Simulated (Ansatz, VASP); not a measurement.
# GaP in VASP and in Ansatz

File INCAR:

```
SYSTEM = GaP
  PREC = Accurate
  ENCUT = 520
  EDIFF = 1E-8
  ISMEAR = -1
  SIGMA = 0.05
  LREAL = .False.
  LASPH = .True.
  NELM = 100
  ALGO = Normal
  ISIF = 2
  LWAVE = .False.
  LCHARG = .False.
  LEFG = .True.
  NBANDS = 16
```

Contents of KPOINTS:

```
Automatic mesh
0
Gamma
  10 10 10
  0 0 0
```

POSCAR

```
GaP
1.0
    0.0000000000      2.7525025000      2.7252500000
    2.7525025000      0.0000000000      2.7252500000
    2.7525025000      2.7525025000      0.0000000000
Ga P
1 1
Direct
    0.0000000000      0.0000000000      0.0000000000
    0.7500000000      0.7500000000      0.7500000000
```

Input for Ansatz:

```yaml
crystal:
  lattice:
    - [0.0, 2.7525025, 2.72525]
    - [2.7525025, 0.0, 2.72525]
    - [2.7525025, 2.7525025, 0.0]
  atoms:
    - { symbol: Ga, position: [0.0, 0.0, 0.0] }
    - { symbol: P, position: [0.75, 0.75, 0.75] }
kpoints:
  mp_grid: { grid: [10, 10, 10] }
scf:
  occupations: { method: fermi_dirac, width: 0.05 }
hamiltonian:
  xc: lda
  pseudopotentials: { kind: all_electron, datasets: crystal }
output:
  forces: true
  stress: true
  eigenvalues: true
  efg: { contact_densities: true }
```

Change from the starting cell: equal xx and yy strain of +1 %, crystal datasets.

Alike in both runs: task electric field gradients; functional LDA; k mesh 10 × 10 × 10; occupations fermi-dirac, width 0.05 eV; no spin polarisation.

```csv
,VASP,Ansatz
version,VASP 6.6.1,Ansatz 0.2.0
potentials or method,"VASP PAW LDA potentials, release 64 (Ga_d, P), cutoff 520 eV","all-electron PAW with datasets made for the crystal, scalar-relativistic"
```

```tsv
	VASP	Ansatz	Ansatz less VASP
pressure (GPa)	-4.1	-4.2	-0.08
traceless stress, the component that is largest in VASP (GPa)	0.50	0.50	+0.001
size of Vzz on the site where it differs most (V/Å²)	1.7	1.9	+0.21
```

LDA's correlation is that of Perdew and Zunger in VASP and of Perdew and Wang (1992) in Ansatz. Ansatz ran all-electron here, and VASP with PAW potentials.
